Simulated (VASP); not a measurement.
YbCr2Ge2: single point with PBE

Crystal: YbCr2Ge2.

```
CELL_PARAMETERS angstrom
0.00000 3.96511 0.00000
3.96511 0.00000 0.00000
1.98256 1.98256 -5.58772
ATOMIC_POSITIONS crystal
Ge 0.38627 0.38627 0.22745
Ge 0.61373 0.61373 0.77255
Cr 0.75000 0.25000 0.50000
Cr 0.25000 0.75000 0.50000
Yb 0.00000 0.00000 0.00000
```

| Quantity | Value |
| --- | --- |
| Program | VASP 6.6.1 |
| Task | single point |
| Functional | PBE |
| Potentials or basis | VASP PAW PBE potentials, release 64 (Ge_d, Cr_pv, Yb) |
| Cutoff | 520 eV |
| k mesh | 5 × 5 × 5 |
| Occupations | fermi-dirac, width 0.1 eV |
| Spin | collinear spin, antiferromagnetic start |
| Starting moments | [0.0, 0.0, -2.2, 2.2, 0.0] μB |

```
Pressure                                              : -0.8 GPa
Largest force                                         : 0.027 eV/Å
Band gap on the k mesh                                : zero (filled and empty bands overlap)
Net moment                                            : 0.00 μB per cell
Site moments                                          : Ge +0.00; Cr -2.46, +2.46; Yb +0.00 μB
Valence electrons inside the program's atomic spheres : Ge 12.53; Cr 10.73; Yb 22.09
```

Forces on the atoms (eV/Å):
```
Ge   0.000  0.000  0.027
Ge   0.000  0.000 -0.027
Cr   0.000  0.000  0.000
Cr   0.000  0.000  0.000
Yb   0.000  0.000  0.000
```

Levels at points of the mesh, in eV from the Fermi level:
Spin up:
| k point | band 34 | band 35 | band 36 | band 37 | band 38 | band 39 | band 40 | band 41 | band 42 | band 43 |
| --- | --- | --- | --- | --- | --- | --- | --- | --- | --- | --- |
| (0.00, 0.00, 0.00) | -0.48 | -0.45 | -0.37 | -0.37 | 0.64 | 0.88 | 0.88 | 1.00 | 1.54 | 2.39 |
Spin down:
```csv
k point,band 35,band 36,band 37,band 38,band 39,band 40,band 41,band 42
"(0.00, 0.00, 0.00)",-0.45,-0.37,-0.37,0.64,0.88,0.88,1.00,1.54
```

Wall time 9.2 min on 1 thread of Intel(R) Xeon(R) 6975P-C (Granite Rapids) (shared host), peak memory 0.33 GiB.

Caveat: spin-orbit coupling is left out, which moves the levels of the heavy elements. The state reached can hang on the start; a lower one may exist.
